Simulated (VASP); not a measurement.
**Se: single point with PBE**

Crystal: Se.

```
Se
1.0
     2.90885   -0.02811   -0.02811
    -0.02811    2.90885    0.02811
    -0.02811    0.02811    2.90885
Se
1
Direct
  0.00000 0.00000 0.00000
```

This cell differs from its parent crystal: strained.

- Program: VASP 6.6.1
- Task: single point
- Functional: PBE
- Potentials or basis: VASP PAW PBE potentials, release 64 (Se)
- Cutoff: 520 eV
- k mesh: 12 × 12 × 12
- Occupations: gaussian, width 0.1 eV
- Spin: no spin polarisation
- Dipole correction: no
- Further INCAR settings: ALGO = Normal; EDIFF = 1e-07; NBANDS = 9

```
Pressure               : -4.8 GPa
Band gap on the k mesh : zero (band 3 reaches 6.13 eV, above the bottom of band 4 at 0.81 eV)
```

Stress tensor (GPa, compression positive):
```
-4.78  0.27  0.27
 0.27 -4.78 -0.27
 0.27 -0.27 -4.78
```

Levels at points of the mesh, in eV from the Fermi level:
```
           k point  band 1  band 2  band 3  band 4  band 5  band 6  band 7
(0.00, 0.00, 0.00)  -15.33    1.21    1.21    1.35    7.42    7.91    7.91
(0.50, 0.00, 0.00)  -13.56   -6.22    2.41    2.50    9.89   10.89   12.21
(0.50, 0.50, 0.00)  -11.83   -4.60   -4.40    3.45    3.54   12.77   15.31
(0.50, 0.50, 0.50)  -10.10   -3.18   -2.91   -2.91    5.91    6.28    6.28
```

Run time: 16 s on 1 thread of AMD EPYC 9R45 96-Core Processor (Zen 5), on a shared host, peak memory 0.14 GiB.

Caveat: the cell differs from its parent crystal (strained).
